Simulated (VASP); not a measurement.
# HfN (P6_3/mmc) in VASP: further runs

The runs below take HfN through relaxation of cell and atoms, with PBEsol.

Program: VASP 6.6.1. These are calculated values, not measurements. Logs are shortened: lines on timing, memory, paths and dates and some standing lists are left out, and cuts for length are marked.

## (1) The cell of the first run

Symmetry: P6_3/mmc, No. 194, hexagonal system. Conventional cell: a = 3.134 Å, b = 3.134 Å, c = 5.417 Å, α = 90.00°, β = 90.00°, γ = 120.00°. Hf (site symmetry -6m2) has 6 N at 2.26 Å within 3.0 Å. Within 3.0 Å of N (site symmetry -3m) lie 6 Hf at 2.26 Å and 2 N at 2.71 Å.

## (2) Relaxation of cell and atoms, PBEsol, target pressure 20 GPa, at which the enthalpy is minimised

INCAR reads:

```
  ALGO = Normal
  EDIFF = 1E-7
  EDIFFG = -0.01
  ENCUT = 600
  GGA = PS
  IBRION = 2
  ISIF = 3
  ISMEAR = -1
  LASPH = T
  LCHARG = F
  LREAL = F
  LWAVE = F
  NELM = 80
  NSW = 60
  PREC = Accurate
  PSTRESS = 200.0
  SIGMA = 0.05
```

KPOINTS reads:

```
k-points
0
Gamma
  10 10 5
```

POSCAR reads:

```
HfN
1.0
    3.1339080219      0.0000000000      0.0000000000
   -1.5669540110      2.7140439601      0.0000000000
    0.0000000000      0.0000000000      5.4167677200
Hf N
2 2
Direct
    0.3333333333      0.6666666667      0.2500000000
    0.6666666667      0.3333333333      0.7500000000
    0.0000000000      0.0000000000      0.5000000000
    0.0000000000      0.0000000000      0.0000000000
```

Potentials or basis: VASP PAW PBE potentials, release 64 (Hf_pv, N).

The run is started by

```sh
cat potpaw_PBE.64/Hf_pv/POTCAR potpaw_PBE.64/N/POTCAR > POTCAR
mpirun -np 1 vasp_std > vasp.out
```

OUTCAR:

```text
EDIFF = 1E-7
   EDIFFG = -0.01
   ENCUT = 600
   GGA = PS
   IBRION = 2
   ISIF = 3
   ISMEAR = -1
   LASPH = T
   LREAL = F
   NELM = 80
   NSW = 60
   PREC = Accurate
   PSTRESS = 200.0

 ion  position               nearest neighbor table
   1  0.333  0.667  0.250-   3 2.26   4 2.26   3 2.26   4 2.26   3 2.26   4 2.26   2 3.26   2 3.26
                             2 3.26   2 3.26   2 3.26   2 3.26
   2  0.667  0.333  0.750-   3 2.26   4 2.26   3 2.26   4 2.26   3 2.26   4 2.26   1 3.26   1 3.26
                             1 3.26   1 3.26   1 3.26   1 3.26
   3  0.000  0.000  0.500-   1 2.26   2 2.26   2 2.26   1 2.26   2 2.26   1 2.26
   4  0.000  0.000  0.000-   1 2.26   2 2.26   2 2.26   1 2.26   2 2.26   1 2.26

  LATTYP: Found a hexagonal cell.
 ALAT       =     3.1339080219
 C/A-ratio  =     1.7284386402

  Lattice vectors:

 A1 = (   3.1339080219,   0.0000000000,   0.0000000000)
 A2 = (  -1.5669540110,   2.7140439601,   0.0000000000)
 A3 = (   0.0000000000,   0.0000000000,   5.4167677200)

Analysis of symmetry for initial positions (statically):
=====================================================================
 Subroutine PRICEL returns:
 Original cell was already a primitive cell.

 Routine SETGRP: Setting up the symmetry group for a
 hexagonal supercell.

 Subroutine GETGRP returns: Found 24 space group operations
 (whereof 12 operations were pure point group operations)
 out of a pool of 24 trial point group operations.

The static configuration has the point symmetry D_3d.
 The point group associated with its full space group is D_6h.

Analysis of symmetry for dynamics (positions and initial velocities):
=====================================================================
 Subroutine PRICEL returns:
 Original cell was already a primitive cell.

 Routine SETGRP: Setting up the symmetry group for a
 hexagonal supercell.

 Subroutine GETGRP returns: Found 24 space group operations
 (whereof 12 operations were pure point group operations)
 out of a pool of 24 trial point group operations.

The dynamic configuration has the point symmetry D_3d.
 The point group associated with its full space group is D_6h.

 Subroutine INISYM returns: Found 24 space group operations
 (whereof 12 operations are pure point group operations),
 and found     1 'primitive' translations

----------------------------------------------------------------------------------------

                                     Primitive cell

  volume of cell :      46.0727

  direct lattice vectors                    reciprocal lattice vectors
[... 96 lines left out ...]
   NFREE  =      1    steps in history (QN), initial steepest desc. (CG)
   ISIF   =      3    stress and relaxation
   ISYM   =      2    0-nonsym 1-usesym 2-fastsym
   POTIM  = 0.5000    time-step for ionic-motion
   TEBEG  =    0.0;   TEEND  =   0.0 temperature during run
   PSTRESS=  200.0 pullay stress
   NELECT =      30.0000    total number of electrons
   NUPDOWN=      -1.0000    fix difference up-down
   EMIN   =  10.00;   EMAX   =-10.00  energy-range for DOS
   EFERMI =   0.00;   METHOD = LEGACY
   ISMEAR =    -1;   SIGMA  =   0.05  broadening in eV -4-tet -1-fermi 0-gaus
   EFERMI_NEDOS =   21; number of points for ismear=-14 and -15
   IALGO  =     38    algorithm
   IMIX   =      4    mixing-type and parameters
     AMIX     =   0.40;   BMIX     =  1.00
     AMIX_MAG =   1.60;   BMIX_MAG =  1.00
  volume/ion in A,a.u.               =      11.52        77.73
  Fermi-wavevector in a.u.,A,eV,Ry     =   1.418951  2.681429 27.394278  2.013423
  Thomas-Fermi vector in A             =   2.540023
   LORBIT       =      0    0 simple, 1 ext, 2 COOP (PROOUT), +10 PAW based schemes
   GGA     = PS    functional components
   LHFCALC =     F    Hartree Fock is set to
   AEXX    =    0.0000 exact exchange contribution
   IVDW    =     0    specifies the selected vdW correction
   LEPSILON=     F    determine dielectric tensor
   LRPA    =     F    only Hartree local field effects (RPA)
 conjugate gradient relaxation of ions
 non-spin polarized calculation
  energy-cutoff  :      600.00
  volume of cell :       46.07
 maximum number of plane-waves:      1581
 NGX is ok and might be reduce to    28
   NGX = 13   NGY = 13   NGZ = 21

--------------------------------------- Ionic step        1  -------------------------------------------

 number of electron      29.9999998 magnetization

 Free energy of the ion-electron system (eV)
  ---------------------------------------------------
  ext. energy  EPLUGINS =         0.00000000
  ---------------------------------------------------
  free energy    TOTEN  =       -45.85795063 eV

  energy without entropy =      -45.84542023  energy(sigma->0) =      -45.85168543

------------------------ aborting loop because EDIFF is reached ----------------------------------------

  FORCE on cell =-STRESS in cart. coord.  units (eV):
  Direction    XX          YY          ZZ          XY          YZ          ZX
  --------------------------------------------------------------------------------------
  -------------------------------------------------------------------------------------
  Total       -1.2593553     -1.2593553     -1.4707068      0.0000000      0.0000000      0.0000000
  in kB      -43.7940925    -43.7940925    -51.1438419      0.0000000      0.0000000      0.0000000
  external PRESSURE =    -246.2440089 kB  Pullay stress =     200.0000000 kB
[... 27 lines left out ...]
--------------------------------------- Ionic step        2  -------------------------------------------

 number of electron      29.9999999 magnetization

 E-fermi :  10.4098     XC(G=0): -14.3578

 val. band max:       10.3830705525   @ k =   0.2000   0.2000   0.4000
 cond. band min:      10.4103153896   @ k =   0.3000   0.3000   0.4000
 fundamental gap:      0.0272448371
 Fermi energy:        10.4097502602

 k-point     1 :       0.0000    0.0000    0.0000
  band No.  band energies     occupation
      1     -21.6652      2.00000
      2     -19.3840      2.00000
      3     -19.2744      2.00000
      4     -19.2744      2.00000
      5     -19.1445      2.00000
      6     -19.1445      2.00000
[... 718 lines left out ...]
--------------------------------------- Ionic step        7  -------------------------------------------

 number of electron      30.0000001 magnetization

 Free energy of the ion-electron system (eV)
  ---------------------------------------------------
  ext. energy  EPLUGINS =         0.00000000
  ---------------------------------------------------
  free energy    TOTEN  =       -45.70992089 eV

  energy without entropy =      -45.69921965  energy(sigma->0) =      -45.70457027

 E-fermi :   8.5418     XC(G=0): -13.3158

 val. band max:        8.4283031853   @ k =   0.1000   0.0000   0.2000
 cond. band min:       8.5532627614   @ k =   0.1000   0.1000   0.0000
 fundamental gap:      0.1249595762
 Fermi energy:         8.5417675204

 k-point     1 :       0.0000    0.0000    0.0000
  band No.  band energies     occupation
      1     -23.1607      2.00000
      2     -21.9872      2.00000
      3     -21.8820      2.00000
      4     -21.8820      2.00000
      5     -21.8042      2.00000
      6     -21.8042      2.00000
[... 554 lines left out ...]
  energy  without entropy=      -45.6992196488  energy(sigma->0) =      -45.70457027

  enthalpy is  TOTEN    =       -40.3911420600 eV   P V=        5.3187788328

 reached required accuracy - stopping structural energy minimisation
```

It took 4.7 min on 1 thread of Intel Xeon Platinum 8488C (Sapphire Rapids), shared host; peak memory 0.22 GiB.

What came out:

```
Free energy                                                : -45.7099 eV
Relaxed volume                                             : 10.65 Å³/atom
Relaxed cell                                               : a = 3.054 Å, b = 3.054 Å, c = 5.274 Å, α = 90.00°, β = 90.00°, γ = 120.00°
Space group after relaxing (to 0.1 Å)                      : P6_3/mmc (No. 194)
Energy change on relaxing (the run minimises the enthalpy) : +37.0 meV/atom
Ionic steps                                                : 7
Pressure after relaxing                                    : 20.0 GPa
Band gap on the k mesh                                     : zero (bands 15 and 16 overlap by 1.94 eV)
```

The path:
```csv
step,energy change (eV),largest force (eV/Å),pressure (GPa),volume (Å³)
1,0.0000,0.0000,-4.62,46.07
2,3.0725,0.0000,122.36,35.25
3,0.1202,0.0000,17.99,42.84
4,0.1422,0.0000,19.59,42.65
5,0.1505,0.0000,20.17,42.59
6,0.1431,0.0000,19.66,42.65
7,0.1480,0.0000,20.00,42.61
```

Final structure:
```cif
data_structure
_symmetry_space_group_name_H-M 'P 1'
_symmetry_Int_Tables_number 1
_cell_length_a 3.0542
_cell_length_b 3.0542
_cell_length_c 5.2743
_cell_angle_alpha 90.000
_cell_angle_beta 90.000
_cell_angle_gamma 120.000
_cell_volume 42.61
loop_
_atom_site_label
_atom_site_type_symbol
_atom_site_fract_x
_atom_site_fract_y
_atom_site_fract_z
_atom_site_occupancy
Hf1 Hf 0.33333 0.66667 0.25000 1
Hf2 Hf 0.66667 0.33333 0.75000 1
N1 N 0.00000 0.00000 0.50000 1
N2 N 0.00000 0.00000 0.00000 1
```

Caveat: the cell is relaxed towards a set pressure, so the run minimises the enthalpy, not the energy; the PAW data sets were made with another functional, which shifts forces and pressure a little; spin-orbit coupling is left out, which moves the levels of the heavy elements.

## (3) Relaxation of cell and atoms, PBEsol, target pressure 30 GPa, at which the enthalpy is minimised

INCAR reads:

```
SYSTEM = HfN
PREC     = Accurate       ! precision mode
ENCUT    = 600            ! plane-wave cutoff, eV
EDIFF    = 1E-6           ! SCF threshold, eV
ISMEAR   = -1             ! smearing method
SIGMA    = 0.05           ! smearing width, eV
LREAL    = .False.        ! projectors in reciprocal space
LASPH    = .True.         ! aspherical terms in the spheres
NELM     = 60             ! most SCF steps
ALGO     = Normal         ! electronic algorithm
ISIF     = 3              ! what is computed and relaxed
LWAVE    = .False.        ! write WAVECAR
LCHARG   = .False.        ! write CHGCAR
GGA      = PS             ! functional
IBRION   = 2              ! ionic algorithm
NSW      = 60             ! ionic steps
EDIFFG   = -0.01          ! ionic threshold
PSTRESS  = 300.0
```

KPOINTS reads:

```
Automatic mesh
0
Gamma
  10 10 5
  0 0 0
```

POSCAR is that of step 2.

Potentials or basis: VASP PAW PBE potentials, release 64 (Hf_pv, N).

The run is started by

```sh
cat potpaw_PBE.64/Hf_pv/POTCAR potpaw_PBE.64/N/POTCAR > POTCAR
mpirun -np 1 vasp_std > vasp.out
```

Wall time 2.9 min (1 thread of Intel Xeon Platinum 8488C (Sapphire Rapids), shared host); peak memory 0.22 GiB.

The run converged. Its results:

```yaml
Free_energy: -45.5413 eV
Relaxed_volume: 10.38 Å³/atom
Relaxed_cell: a = 3.028 Å, b = 3.028 Å, c = 5.230 Å, α = 90.00°, β = 90.00°, γ = 120.00°
Space_group_after_relaxing_to_0.1_Å: P6_3/mmc (No. 194)
Energy_change_on_relaxing_the_run_minimises_the_enthalpy: +79.2 meV/atom
Ionic_steps: 5
Pressure_after_relaxing: 30.0 GPa
Band_gap_on_the_k_mesh: zero (bands 15 and 16 overlap by 2.03 eV)
```

Stress tensor (GPa, compression positive):
```
29.97  0.00  0.00
 0.00 29.97  0.00
 0.00  0.00 30.08
```

Step by step:
```tsv
step	energy change (eV)	largest force (eV/Å)	pressure (GPa)	volume (Å³)
1	0.0000	0.0000	-4.62	46.07
2	7.1851	0.0000	228.02	31.39
3	0.2349	0.0000	25.49	42.00
4	0.2931	0.0000	28.75	41.65
5	0.3166	0.0000	30.00	41.52
```

Final structure:
```
CELL_PARAMETERS angstrom
3.02791 0.00000 0.00000
-1.51396 2.62225 0.00000
0.00000 0.00000 5.22965
ATOMIC_POSITIONS crystal
Hf 0.33333 0.66667 0.25000
Hf 0.66667 0.33333 0.75000
N 0.00000 0.00000 0.50000
N 0.00000 0.00000 0.00000
```

Levels at points of the mesh, in eV from the Fermi level:
| k point | band 11 | band 12 | band 13 | band 14 | band 15 | band 16 | band 17 | band 18 | band 19 |
| --- | --- | --- | --- | --- | --- | --- | --- | --- | --- |
| (0.00, 0.00, 0.00) | -5.21 | -3.95 | -3.95 | -1.78 | -0.85 | 0.65 | 0.65 | 1.67 | 1.92 |
| (0.50, 0.00, 0.00) | -6.07 | -6.06 | -3.38 | -3.16 | -2.52 | 2.78 | 3.08 | 4.97 | 5.21 |

Caveat: the cell is relaxed towards a set pressure, so the run minimises the enthalpy, not the energy; the PAW data sets were made with another functional, which shifts forces and pressure a little; spin-orbit coupling is left out, which moves the levels of the heavy elements.
